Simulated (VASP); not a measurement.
Write the native input for VASP 6.6.1 that does the following.

```
Task                   : single point
Functional             : PBE
Potentials or basis    : VASP PAW PBE potentials, release 64 (Rh_pv)
Cutoff                 : 520 eV
k mesh                 : 15 × 15 × 15
Occupations            : methfessel-paxton, width 0.1 eV
Spin                   : no spin polarisation
Dipole correction      : no
Further INCAR settings : ALGO = Normal; EDIFF = 1e-07; NBANDS = 14
```

The structure of Rh lies in POSCAR:

```
Rh
1.0
    0.0000000000      1.9099078900      1.9099078900
    1.9099078900      0.0000000000      1.9099078900
    1.9099078900      1.9099078900      0.0000000000
Rh
1
Direct
    0.0000000000      0.0000000000      0.0000000000
```

The input as run:

INCAR

```
SYSTEM = Rh
ALGO     = Normal         ! electronic algorithm
EDIFF    = 1E-7           ! SCF threshold, eV
ENCUT    = 520            ! plane-wave cutoff, eV
GGA      = PE             ! functional
ISIF     = 2              ! what is computed and relaxed
ISMEAR   = 1              ! smearing method
LASPH    = .TRUE.         ! aspherical terms in the spheres
LCHARG   = .FALSE.        ! write CHGCAR
LREAL    = .FALSE.        ! projectors in reciprocal space
LWAVE    = .FALSE.        ! write WAVECAR
NBANDS   = 14             ! bands
NELM     = 60             ! most SCF steps
PREC     = Accurate       ! precision mode
SIGMA    = 0.1            ! smearing width, eV
```

KPOINTS

```
k-points
0
G
  15 15 15
  0 0 0
```

Potentials or basis: VASP PAW PBE potentials, release 64 (Rh_pv).

Run with:

```sh
$ cat potpaw_PBE.64/Rh_pv/POTCAR > POTCAR
$ mpirun -np 1 vasp_std > vasp.out
```

Results of the run:

The pressure is 2.0 GPa and the band gap on the k mesh is zero (an odd number of electrons rules out a gap without spin polarisation).

Run time: 24 s on 1 thread of AMD EPYC 7R13, with other jobs on the host, peak memory 0.11 GiB.
